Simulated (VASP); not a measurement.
Crystal: CdS.

```
Cd S
1.0
     4.26117    0.00000    0.00000
    -2.13058    3.69028    0.00000
     0.00000    0.00000    5.80417
Cd S
1 1
Direct
  0.00000 0.00000 0.44269
  0.66667 0.33333 0.43431
```

Base run:

```yaml
Program: VASP 6.6.1
Functional: PBEsol
Potentials_or_basis: VASP PAW PBE potentials, release 64 (Cd, S)
Cutoff: 520 eV
k_mesh: 6 × 6 × 4
Occupations: gaussian, width 0.1 eV
Spin: no spin polarisation
```

Its results: band gap on the k mesh 1.42 eV, indirect (the least direct gap lies 4.2 meV higher); pressure -1.3 GPa; largest force 0.014 eV/Å.

The run is repeated on the same cell with these changes: potentials or basis from VASP PAW PBE potentials, release 64 (Cd, S) to VASP PAW PBE potentials, release 64 (Cd_sv_GW, S); cutoff from 520 eV to 540 eV; further incar settings from ALGO = Normal; EDIFF = 1e-06; NBANDS = 16 to ALGO = Normal; EDIFF = 1e-06; NBANDS = 20; valence electrons from 18 to 26. What comes out?

Band gap on the k mesh 1.41 eV, indirect (the least direct gap lies 4.2 meV higher); pressure -2.0 GPa; largest force 0.017 eV/Å.

Caveats: the PAW data sets were made with another functional, which shifts forces and pressure a little.

A k mesh can miss the band edges.
